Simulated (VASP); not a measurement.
Al: single point with LDA

The system is Al.

```
CELL_PARAMETERS angstrom
2.81245 0.00000 0.00000
-1.40623 2.43566 0.00000
0.00000 0.00000 4.86685
ATOMIC_POSITIONS crystal
Al 0.66667 0.33333 0.75000
Al 0.33333 0.66667 0.25000
```

```
Program                : VASP 6.6.1
Task                   : single point
Functional             : LDA
Potentials or basis    : VASP PAW LDA potentials, release 64 (Al)
Cutoff                 : 520 eV
k mesh                 : 12 × 12 × 6
Occupations            : gaussian, width 0.05 eV
Spin                   : no spin polarisation
Dipole correction      : no
Further INCAR settings : ALGO = Normal; EDIFF = 1e-06; NBANDS = 10
```

The pressure is -3.2 GPa and the band gap on the k mesh is zero (band 3 reaches 11.35 eV, above the bottom of band 4 at 4.59 eV).

Stress tensor (GPa, compression positive):
```
-2.16  0.00  0.00
 0.00 -2.16  0.00
 0.00  0.00 -5.44
```

Levels at points of the mesh, in eV from the Fermi level:
```
           k point  band 1  band 2  band 3  band 4  band 5  band 6  band 7  band 8
(0.00, 0.00, 0.00)  -11.03   -5.07   -4.77   11.14   11.31   11.31   11.61   11.61
(0.50, 0.00, 0.00)   -5.01   -4.88    0.58    0.63    1.29    1.51    6.19    7.73
(0.00, 0.00, 0.50)   -9.48   -9.48    2.38    2.38   12.41   12.41   12.41   12.41
(0.50, 0.00, 0.50)   -3.77   -3.77   -3.09   -3.09    7.45    7.45    7.51    7.51
```

Wall time 5 s on 1 thread of Intel(R) Xeon(R) 6975P-C (Granite Rapids) (shared host), peak memory 0.14 GiB.
